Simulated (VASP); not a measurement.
Write the native input for VASP 6.6.1 that does the following.

```
Task                   : single point
Functional             : PBE
Potentials or basis    : VASP PAW PBE potentials, release 64 (Au)
Cutoff                 : 520 eV
k mesh                 : 12 × 12 × 12
Occupations            : fermi-dirac, width 0.05 eV
Spin                   : no spin polarisation
Dipole correction      : no
Further INCAR settings : ALGO = Normal; EDIFF = 1e-06; NBANDS = 18
```

The structure of Au lies in POSCAR:

```
Au
1.0
    0.0000000000      2.9529237319      2.9529237319
    2.9529237319      0.0000000000      2.9529237319
    2.9529237319      2.9529237319      0.0000000000
Au
2
Direct
   -0.1250000000     -0.1250000000     -0.1250000000
    0.1250000000      0.1250000000      0.1250000000
```

This cell differs from its parent crystal: volume scaled by 0.88.

The input as run:

INCAR

```
SYSTEM = Au
ALGO     = Normal         ! electronic algorithm
EDIFF    = 1E-6           ! SCF threshold, eV
ENCUT    = 520            ! plane-wave cutoff, eV
GGA      = PE             ! functional
ISIF     = 2              ! what is computed and relaxed
ISMEAR   = -1             ! smearing method
LASPH    = .TRUE.         ! aspherical terms in the spheres
LCHARG   = .FALSE.        ! write CHGCAR
LREAL    = .FALSE.        ! projectors in reciprocal space
LWAVE    = .FALSE.        ! write WAVECAR
NBANDS   = 18             ! bands
NELM     = 100            ! most SCF steps
PREC     = Accurate       ! precision mode
SIGMA    = 0.05           ! smearing width, eV
```

KPOINTS

```
k-points
0
G
  12 12 12
  0 0 0
```

Potentials or basis: VASP PAW PBE potentials, release 64 (Au).

Launch:

```bash
$ cat potpaw_PBE.64/Au/POTCAR > POTCAR
$ mpirun -np 1 vasp_std > vasp.out
```

Results of the run:

- Pressure: 9.6 GPa
- Band gap on the k mesh: zero (band 11 reaches 4.40 eV, above the bottom of band 12 at 3.74 eV)

Caveat: spin-orbit coupling is left out, which moves the levels of the heavy elements.

Run time: 31 s on 1 thread of Intel(R) Xeon(R) Platinum 8259CL CPU @ 2.50GHz (Skylake/Cascade Lake) (shared host), peak memory 0.2 GiB.
